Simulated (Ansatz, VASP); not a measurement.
# Two plane-wave programs on Mo

```
Mo
1.0
    -1.55577    1.55577    1.55577
     1.55577   -1.55577    1.55577
     1.55577    1.55577   -1.55577
Mo
1
Direct
  0.00000 0.00000 0.00000
```

Alike in both runs: functional LDA; k mesh 16 × 16 × 16; occupations fermi-dirac, width 0.15 eV; no spin polarisation.

Ansatz relaxed the structure, and its values are those at the end. VASP's run is a single point on that final structure, the one shown.

```csv
,VASP,Ansatz
version,VASP 6.6.1,Ansatz 0.2.0
potentials or method,"VASP PAW LDA potentials, release 64 (Mo_sv), cutoff 520 eV","scalar-relativistic, plane waves, PAW"
valence electrons in the cell,14,14
```

```csv
,VASP,Ansatz,Ansatz less VASP
gap on the k mesh at the Fermi level (eV),none,none,-
pressure (GPa),1.1,0.0,-1.15
```

Ansatz warns that its potentials were made for another functional, while VASP's fit it. LDA's correlation is that of Perdew and Zunger in VASP and of Perdew and Wang (1992) in Ansatz. A gap of «none» marks a metal or a gap that the smearing closes.
